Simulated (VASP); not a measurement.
# CdS (P6_3mc) in VASP: notebook, part 2 of 2

VASP 6.6.1. Earlier steps stand in the parts before.

### 5 Single point, r2SCAN (strain +0.000 along x and y, -0.050 along z)

POSCAR

```
CdS
1.0
    4.1347992034      0.0000000000      0.0000000000
   -2.0673996017      3.5808411497      0.0000000000
    0.0000000000      0.0000000000      6.4115500000
Cd S
2 2
Direct
    0.3333333333      0.6666666667      0.0000000000
    0.6666666667      0.3333333333      0.5000000000
    0.3333333333      0.6666666667      0.3850000000
    0.6666666667      0.3333333333      0.8850000000
```

INCAR.step1

```
PREC     = Accurate       # precision mode
ENCUT    = 520            # plane-wave cutoff, eV
ISMEAR   = 0              # smearing method
SIGMA    = 0.05           # smearing width, eV
LREAL    = F              # projectors in reciprocal space
LASPH    = T              # aspherical terms in the spheres
NELM     = 100            # most SCF steps
NBANDS   = 26             # bands
GGA      = PE             # functional
ALGO     = Normal         # electronic algorithm
EDIFF    = 1E-4           # SCF threshold, eV
LWAVE    = T              # write WAVECAR
LCHARG   = F              # write CHGCAR
```

INCAR.step2

```
PREC     = Accurate       # precision mode
ENCUT    = 520            # plane-wave cutoff, eV
EDIFF    = 1E-6           # SCF threshold, eV
ISMEAR   = 0              # smearing method
SIGMA    = 0.05           # smearing width, eV
LREAL    = F              # projectors in reciprocal space
LASPH    = T              # aspherical terms in the spheres
NELM     = 100            # most SCF steps
ALGO     = Normal         # electronic algorithm
ISIF     = 2              # what is computed and relaxed
LWAVE    = F              # write WAVECAR
LCHARG   = T              # write CHGCAR
METAGGA  = R2SCAN         # meta-GGA
LMIXTAU  = T            
LELF     = T              # ELF
LVHAR    = T            
NBANDS   = 26             # bands
ISTART   = 1
```

KPOINTS

```
regular mesh
0
Gamma
  12 12 4
```

Launch:

```sh
$ cat potpaw_PBE.64/Cd/POTCAR potpaw_PBE.64/S/POTCAR > POTCAR
$ cp INCAR.step1 INCAR
$ mpirun -np 1 vasp_std > vasp.out
$ cp INCAR.step2 INCAR
$ mpirun -np 1 vasp_std > vasp.out
```

It took 8.2 min on 1 thread of Intel Xeon 8259CL, shared host; peak memory 0.3 GiB.

Results (log left out):

* Free energy: -59.2503 eV
* Pressure: 5.2 GPa
* Largest force: 0.193 eV/Å
* Band gap on the k mesh: 1.79 eV

Forces on the atoms (eV/Å):
```
Cd   0.000  0.000 -0.193
Cd   0.000  0.000 -0.193
S    0.000  0.000  0.193
S    0.000  0.000  0.193
```

Stress tensor (GPa, compression positive):
```
4.00 0.00 0.00
0.00 4.00 0.00
0.00 0.00 7.52
```

Levels at points of the mesh, in eV from the valence-band top:
```csv
k point,band 14,band 15,band 16,band 17,band 18,band 19,band 20,band 21,band 22,band 23
"(0.00, 0.00, 0.00)",-0.98,-0.98,-0.07,-0.07,0.00,1.79,2.97,6.75,6.75,7.84
"(0.50, 0.00, 0.00)",-3.72,-2.89,-2.25,-1.40,-0.90,4.00,4.33,5.57,7.30,7.53
"(0.00, 0.00, 0.50)",-2.44,-0.54,-0.54,-0.54,-0.54,3.31,3.31,6.84,6.84,7.08
"(0.50, 0.00, 0.50)",-4.47,-1.61,-1.61,-1.31,-1.31,3.96,3.96,5.84,5.84,8.55
```

Caveat: the cell differs from its parent crystal (strain +0.000 along x and y, -0.050 along z); the cell stands under pressure; the PAW data sets were made with another functional, which shifts forces and pressure a little.

### 6 Single point, r2SCAN (strain -0.025 along x and y, +0.000 along z)

POSCAR

```
CdS
1.0
    4.0314292233      0.0000000000      0.0000000000
   -2.0157146117      3.4913201210      0.0000000000
    0.0000000000      0.0000000000      6.7490000000
Cd S
2 2
Direct
    0.3333333333      0.6666666667      0.0000000000
    0.6666666667      0.3333333333      0.5000000000
    0.3333333333      0.6666666667      0.3850000000
    0.6666666667      0.3333333333      0.8850000000
```

INCAR.step1, as its differences from that of step 5:

```diff
@@ -6,3 +6,3 @@
 LASPH    = T              # aspherical terms in the spheres
-NELM     = 100            # most SCF steps
+NELM     = 60             # most SCF steps
 NBANDS   = 26             # bands
```

INCAR.step2, as its differences from that of step 5:

```diff
@@ -7,3 +7,3 @@
 LASPH    = T              # aspherical terms in the spheres
-NELM     = 100            # most SCF steps
+NELM     = 60             # most SCF steps
 ALGO     = Normal         # electronic algorithm
@@ -11,7 +11,5 @@
 LWAVE    = F              # write WAVECAR
-LCHARG   = T              # write CHGCAR
+LCHARG   = F              # write CHGCAR
 METAGGA  = R2SCAN         # meta-GGA
 LMIXTAU  = T            
-LELF     = T              # ELF
-LVHAR    = T            
 NBANDS   = 26             # bands
```

KPOINTS is that of step 5.

Potentials or basis: VASP PAW PBE potentials, release 64 (Cd, S).

Launch:

```sh
$ cat potpaw_PBE.64/Cd/POTCAR potpaw_PBE.64/S/POTCAR > POTCAR
$ cp INCAR.step1 INCAR
$ mpirun -np 1 vasp_std > vasp.out
$ cp INCAR.step2 INCAR
$ mpirun -np 1 vasp_std > vasp.out
```

OUTCAR:

```text
PREC = Accurate
   ENCUT = 520
   EDIFF = 1E-6
   ISMEAR = 0
   LREAL = F
   LASPH = T
   NELM = 60
   ISIF = 2
   METAGGA = R2SCAN
   ISTART = 1

 ion  position               nearest neighbor table
   1  0.333  0.667  0.000-   4 2.45   4 2.45   4 2.45   3 2.60
   2  0.667  0.333  0.500-   3 2.45   3 2.45   3 2.45   4 2.60
   3  0.333  0.667  0.385-   2 2.45   2 2.45   2 2.45   1 2.60
   4  0.667  0.333  0.885-   1 2.45   1 2.45   1 2.45   2 2.60

  LATTYP: Found a hexagonal cell.
[... 898 lines left out ...]
  Direction    XX          YY          ZZ          XY          YZ          ZX
  --------------------------------------------------------------------------------------
  -------------------------------------------------------------------------------------
  Total        4.5290041      4.5290041      0.8535042     -0.0000000      0.0000000      0.0000000
  in kB       76.3880035     76.3880035     14.3955443     -0.0000000      0.0000000      0.0000000
  external PRESSURE =      55.7238504 kB  Pullay stress =       0.0000000 kB

 VOLUME and BASIS-vectors are now :
 -----------------------------------------------------------------------------
  energy-cutoff  :      520.00
  volume of cell :       94.99
      direct lattice vectors                 reciprocal lattice vectors
     4.031429223  0.000000000  0.000000000     0.248050988  0.143212304  0.000000000
    -2.015714612  3.491320121  0.000000000     0.000000000  0.286424609  0.000000000
     0.000000000  0.000000000  6.749000000     0.000000000  0.000000000  0.148170099

 POSITION                                       TOTAL-FORCE (eV/Angst)
 -----------------------------------------------------------------------------------
     -0.00000      2.32755      0.00000        -0.000000     -0.000000      0.533383
      2.01571      1.16377      3.37450         0.000000     -0.000000      0.533383
     -0.00000      2.32755      2.59836        -0.000000      0.000000     -0.533383
      2.01571      1.16377      5.97286         0.000000      0.000000     -0.533383
 -----------------------------------------------------------------------------------
    total drift:                               -0.000000     -0.000000      0.007379

  FREE ENERGIE OF THE ION-ELECTRON SYSTEM (eV)
  ---------------------------------------------------
  free  energy   TOTEN  =       -59.2067815772 eV

  energy  without entropy=      -59.2067815772  energy(sigma->0) =      -59.20678158
```

OUTCAR.step1:

```text
PREC = Accurate
   ENCUT = 520
   ISMEAR = 0
   LREAL = F
[... 928 lines left out ...]
     -0.00000      2.32755      0.00000        -0.000000      0.000000      0.527119
      2.01571      1.16377      3.37450         0.000000     -0.000000      0.527119
     -0.00000      2.32755      2.59836        -0.000000      0.000000     -0.527119
      2.01571      1.16377      5.97286         0.000000     -0.000000     -0.527119
 -----------------------------------------------------------------------------------
    total drift:                               -0.000000     -0.000000      0.000397

  FREE ENERGIE OF THE ION-ELECTRON SYSTEM (eV)
  ---------------------------------------------------
  free  energy   TOTEN  =       -12.0521892317 eV

  energy  without entropy=      -12.0521892317  energy(sigma->0) =      -12.05218923
```

OSZICAR.step1:

```text
N       E                     dE             d eps       ncg     rms          rms(c)
DAV:   1     0.252488667146E+03    0.25249E+03   -0.17713E+04  2964   0.128E+03
DAV:   2     0.435772131628E+00   -0.25205E+03   -0.24365E+03  3218   0.324E+02
DAV:   3    -0.130008035486E+02   -0.13437E+02   -0.13356E+02  3592   0.755E+01
DAV:   4    -0.131355824326E+02   -0.13478E+00   -0.13466E+00  3376   0.725E+00
DAV:   5    -0.131376404483E+02   -0.20580E-02   -0.20579E-02  3488   0.898E-01    0.129E+01
DAV:   6    -0.120784823840E+02    0.10592E+01   -0.18658E+00  3950   0.149E+01    0.990E+00
DAV:   7    -0.120616587954E+02    0.16824E-01   -0.88375E-01  3100   0.505E+00    0.388E+00
DAV:   8    -0.120528618460E+02    0.87969E-02   -0.12268E-01  3222   0.353E+00    0.684E-01
DAV:   9    -0.120520642333E+02    0.79761E-03   -0.18373E-02  3230   0.177E+00    0.206E-01
DAV:  10    -0.120520537841E+02    0.10449E-04   -0.15534E-03  3214   0.466E-01    0.107E-01
DAV:  11    -0.120521632419E+02   -0.10946E-03   -0.29465E-04  3202   0.114E-01    0.717E-02
DAV:  12    -0.120521892317E+02   -0.25990E-04   -0.16636E-04  2210   0.114E-01
   1 F= -.12052189E+02 E0= -.12052189E+02  d E =-.477859E-17
```

Run time: 11 min. Hardware: 1 thread of Intel Xeon 8259CL, shared host; peak memory 0.29 GiB.

What came out:

```yaml
Free_energy: -59.2068 eV
Pressure: 5.6 GPa
Largest_force: 0.533 eV/Å
Band_gap_on_the_k_mesh: 1.76 eV
```

Forces in eV/Å, atoms in the order of the input:
```
Cd   0.000  0.000  0.533
Cd   0.000  0.000  0.533
S    0.000  0.000 -0.533
S    0.000  0.000 -0.533
```

Caveat: the cell differs from its parent crystal (strain -0.025 along x and y, +0.000 along z); the cell stands under pressure; the PAW data sets were made with another functional, which shifts forces and pressure a little. A k mesh can miss the band edges.

### 7 Summary

| cell | gap on the mesh (eV) | pressure (GPa) | largest force (eV/Å) |
| --- | --- | --- | --- |
| a = 4.342, b = 4.342, c = 6.918 Å, angles 90.0, 90.0, 120.0°, 4 atoms | 1.34 | -4.9 | 0.09 |
| a = 4.342, b = 4.342, c = 7.086 Å, angles 90.0, 90.0, 120.0°, 4 atoms | 1.31 | -5.6 | 0.14 |
| a = 3.928, b = 3.928, c = 7.086 Å, angles 90.0, 90.0, 120.0°, 4 atoms | 1.58 | 7.6 | 1.02 |
| a = 4.135, b = 4.135, c = 6.412 Å, angles 90.0, 90.0, 120.0°, 4 atoms | 1.79 | 5.2 | 0.19 |
| a = 4.031, b = 4.031, c = 6.749 Å, angles 90.0, 90.0, 120.0°, 4 atoms | 1.76 | 5.6 | 0.53 |

Alike in all rows: task single point; level r2SCAN; potentials or basis VASP PAW PBE potentials, release 64 (Cd, S); no spin polarisation; k mesh 12 × 12 × 4; cutoff (eV) 520; smearing gaussian 0.05 eV.

Caveats: the PAW data sets were made with another functional, which shifts forces and pressure a little; the cell stands under pressure (at least some runs); the cell stands under tension (at least some runs).

Total energies depend on the potentials used, so only differences within one code and one set of settings carry meaning.
